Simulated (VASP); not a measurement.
Write the native input for VASP 6.6.1 that does the following.

```
Task                   : single point
Functional             : PBEsol
Potentials or basis    : VASP PAW PBE potentials, release 64 (Si, Mo_sv)
Cutoff                 : 520 eV
k mesh                 : 8 × 8 × 8
Occupations            : gaussian, width 0.1 eV
Spin                   : no spin polarisation
Dipole correction      : no
Further INCAR settings : ALGO = Fast; EDIFF = 1e-07; NBANDS = 56
```

The structure of SiMo3 lies in POSCAR:

```
SiMo3
1.0
    4.8615851673      0.0000000000      0.0000000000
    0.0000000000      4.8615851673      0.0000000000
    0.0000000000      0.0000000000      4.8615851673
Si Mo
2 6
Direct
    0.0000000000      0.0000000000      0.0000000000
    0.5000000000      0.5000000000      0.5000000000
    0.2500000000      0.0000000000      0.5000000000
    0.5000000000      0.7500000000      0.0000000000
    0.7500000000      0.0000000000      0.5000000000
    0.5000000000      0.2500000000      0.0000000000
    0.0000000000      0.5000000000      0.7500000000
    0.0000000000      0.5000000000      0.2500000000
```

These files were run (other wordings do the same):

INCAR

```
SYSTEM = SiMo3
  ALGO = Fast
  EDIFF = 1E-7
  ENCUT = 520
  GGA = PS
  ISIF = 2
  ISMEAR = 0
  LASPH = .TRUE.
  LCHARG = .FALSE.
  LREAL = .FALSE.
  LWAVE = .FALSE.
  NBANDS = 56
  NELM = 60
  PREC = Accurate
  SIGMA = 0.1
```

KPOINTS

```
k-points
0
G
  8 8 8
  0 0 0
```

Potentials or basis: VASP PAW PBE potentials, release 64 (Si, Mo_sv).

Command:

```bash
$ cat potpaw_PBE.64/Si/POTCAR potpaw_PBE.64/Mo_sv/POTCAR > POTCAR
$ mpirun -np 1 vasp_std > vasp.out
```

Results of the run:

* Pressure: 0.6 GPa
* Band gap on the k mesh: zero (band 46 reaches 14.19 eV, above the bottom of band 47 at 11.71 eV)

Caveat: the PAW data sets were made with another functional, which shifts forces and pressure a little.

It took 3.4 min on 1 thread of Intel Xeon 6975P-C, on a shared host, peak memory 0.31 GiB.
